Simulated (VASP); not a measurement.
Crystal: CdS.

```
CELL_PARAMETERS angstrom
0.00000 2.91000 2.91000
2.91000 0.00000 2.91000
2.91000 2.91000 0.00000
ATOMIC_POSITIONS crystal
Cd 0.00000 0.00000 0.00000
S 0.75000 0.75000 0.75000
```

Base run:

```yaml
Program: VASP 6.6.1
Functional: r2SCAN
Potentials_or_basis: VASP PAW PBE potentials, release 64 (Cd, S)
Cutoff: 520 eV
k_mesh: 8 × 8 × 8
Occupations: gaussian, width 0.05 eV
Spin: no spin polarisation
```

Its results: band gap on the k mesh 1.61 eV, direct; pressure 2.3 GPa.

**Question.** The run is repeated on the same cell with these changes: functional from r2SCAN to PBE. What comes out?

**Answer.** Band gap on the k mesh 1.16 eV, direct; pressure 3.7 GPa.

r2SCAN gives the wider gap, since meta-GGAs in the generalised Kohn-Sham scheme recover part of the derivative discontinuity.

Caveats: the PAW data sets were made with another functional, which shifts forces and pressure a little (some runs).

